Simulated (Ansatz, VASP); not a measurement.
## One calculation of Ta2N, two programs

```
CELL_PARAMETERS angstrom
3.11286 0.00000 0.00000
-1.55643 2.69582 0.00000
0.00000 0.00000 4.86984
ATOMIC_POSITIONS crystal
Ta 0.66667 0.33333 0.74529
Ta 0.33333 0.66667 0.25471
N 0.00000 0.00000 0.00000
```

Alike in both runs: task single point; functional r2SCAN; k mesh 6 × 6 × 4; occupations gaussian, width 0.1 eV; no spin polarisation.

|  | VASP | Ansatz |
| --- | --- | --- |
| version | VASP 6.6.1 | Ansatz 0.2.0 |
| potentials or method | VASP PAW PBE potentials, release 64 (Ta_sv_GW, N), cutoff 660 eV | scalar-relativistic, plane waves, PAW |
| valence electrons in the cell | 31 | 31 |

```csv
,VASP,Ansatz,Ansatz less VASP
gap on the k mesh at the Fermi level (eV),none,none,-
pressure (GPa),-5.4,-5.2,+0.22
"traceless stress, the component that is largest in VASP (GPa)",1.48,1.53,+0.049
rms of the force components (eV/Å),0.069,0.091,+0.0218
```

VASP's potentials were made for PBE, not for r2SCAN. Atom by atom the forces differ by 0.022 eV/Å (rms over components). A gap of «none» marks a metal or a gap that the smearing closes.

The k mesh is coarse, so the values compare programs but aren't converged. Neither program's run includes spin-orbit coupling.
